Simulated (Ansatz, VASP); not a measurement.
# Nb3C in VASP and in Ansatz

```
Nb C
1.0
     6.55096    0.00000    0.00000
    -3.27548    5.67330    0.00000
     0.00000    0.00000    3.27181
Nb C
6 2
Direct
  0.31013 0.38912 0.25000
  0.92100 0.31013 0.75000
  0.61088 0.92100 0.25000
  0.68987 0.61088 0.75000
  0.07900 0.68987 0.25000
  0.38912 0.07900 0.75000
  0.66667 0.33333 0.25000
  0.33333 0.66667 0.75000
```

Change from the starting cell: species swapped into the PrBr3 type (P6_3/m, No. 176).

Alike in both runs: functional PBE; k mesh 3 × 3 × 6; occupations gaussian, width 0.1 eV; no spin polarisation.

Ansatz relaxed the structure, and its values are those at the end. VASP's run is a single point on that final structure, the one shown.

|  | VASP | Ansatz |
| --- | --- | --- |
| version | VASP 6.6.1 | Ansatz 0.2.0 |
| potentials or method | VASP PAW PBE potentials, release 64 (Nb_sv, C), cutoff 520 eV | scalar-relativistic, plane waves, PAW |
| valence electrons in the cell | 86 | 86 |

|  | VASP | Ansatz | Ansatz less VASP |
| --- | --- | --- | --- |
| gap on the k mesh at the Fermi level (eV) | none | none | - |
| pressure (GPa) | -0.1 | 0.2 | +0.31 |
| rms of the force components (eV/Å) | 0.005 | 0.002 | -0.0029 |

A gap of «none» marks a metal or a gap that the smearing closes.

The k mesh is coarse, so the values compare programs but aren't converged.
